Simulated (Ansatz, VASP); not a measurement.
Te2Mo in VASP and in Ansatz

INCAR

```
SYSTEM = Te2Mo
PREC = Accurate
ENCUT = 520
EDIFF = 1E-8
ISMEAR = 0
SIGMA = 0.01
LREAL = .FALSE.
LASPH = .TRUE.
NELM = 100
ALGO = Normal
ISIF = 2
LWAVE = .FALSE.
LCHARG = .FALSE.
GGA = CA
LEFG = .TRUE.
NBANDS = 35
```

KPOINTS

```
regular mesh
0
G
  12 12 2
  0 0 0
```

The input POSCAR:

```
Te2Mo
1.0
    3.4730055105      0.0000000000      0.0000000000
   -1.7365027553      3.0077109996      0.0000000000
    0.0000000000      0.0000000000     13.7746800888
Te Mo
4 2
Direct
    0.3333333333      0.6666666667      0.6196102697
    0.6666666667      0.3333333333      0.1196102697
    0.3333333333      0.6666666667      0.8803897303
    0.6666666667      0.3333333333      0.3803897303
    0.3333333333      0.6666666667      0.2500000000
    0.6666666667      0.3333333333      0.7500000000
```

Input for Ansatz:

```yaml
crystal:
  lattice:
    - [3.4730055105, 0.0, 0.0]
    - [-1.7365027553, 3.0077109996, 0.0]
    - [0.0, 0.0, 13.7746800888]
  atoms:
    - { symbol: Te, position: [0.3333333333, 0.6666666667, 0.6196102697] }
    - { symbol: Te, position: [0.6666666667, 0.3333333333, 0.1196102697] }
    - { symbol: Te, position: [0.3333333333, 0.6666666667, 0.8803897303] }
    - { symbol: Te, position: [0.6666666667, 0.3333333333, 0.3803897303] }
    - { symbol: Mo, position: [0.3333333333, 0.6666666667, 0.25] }
    - { symbol: Mo, position: [0.6666666667, 0.3333333333, 0.75] }
basis:
  ecutwfc: 420
kpoints:
  mp_grid: { grid: [12, 12, 2] }
hamiltonian:
  xc: lda
scf:
  occupations: { method: fixed }
output:
  forces: true
  stress: true
  eigenvalues: true
  efg: {}
checkpoint:
  read: start.run
  write: ck
  compress: false
  write_wavefunctions: false
  write_every: 100000
```

Alike in both runs: task electric field gradients; functional LDA; k mesh 12 × 12 × 2; no spin polarisation.

|  | VASP | Ansatz |
| --- | --- | --- |
| version | VASP 6.6.1 | Ansatz 0.2.0 |
| potentials or method | VASP PAW LDA potentials, release 64 (Te, Mo_sv), cutoff 520 eV | scalar-relativistic, plane waves, PAW |
| occupations | gaussian, width 0.01 eV | fixed |
| valence electrons in the cell | 52 | 92 |

VASP gave:

* gap on the k mesh at the Fermi level (eV): 0.69
* least direct gap on the mesh (eV): 1.10
* pressure (GPa): 0.3
* traceless stress, the component that is largest in VASP (GPa): 0.12
* rms of the force components (eV/Å): 0.027
* size of Vzz on the site where it differs most (V/Å²): 75.0

Question: Which values does Ansatz return?

Answer: gap on the k mesh at the Fermi level (eV): 0.70; least direct gap on the mesh (eV): 1.10; pressure (GPa): 0.0; traceless stress, the component that is largest in VASP (GPa): 0.00; rms of the force components (eV/Å): 0.000; size of Vzz on the site where it differs most (V/Å²): 67.5.

LDA's correlation is that of Perdew and Zunger in VASP and of Perdew and Wang (1992) in Ansatz. Atom by atom the forces differ by 0.027 eV/Å (rms over components). VASP's potentials hold 52 valence electrons a cell and Ansatz's 92, so a difference there can come from the potentials and not from the codes.

Spin-orbit coupling is off throughout.
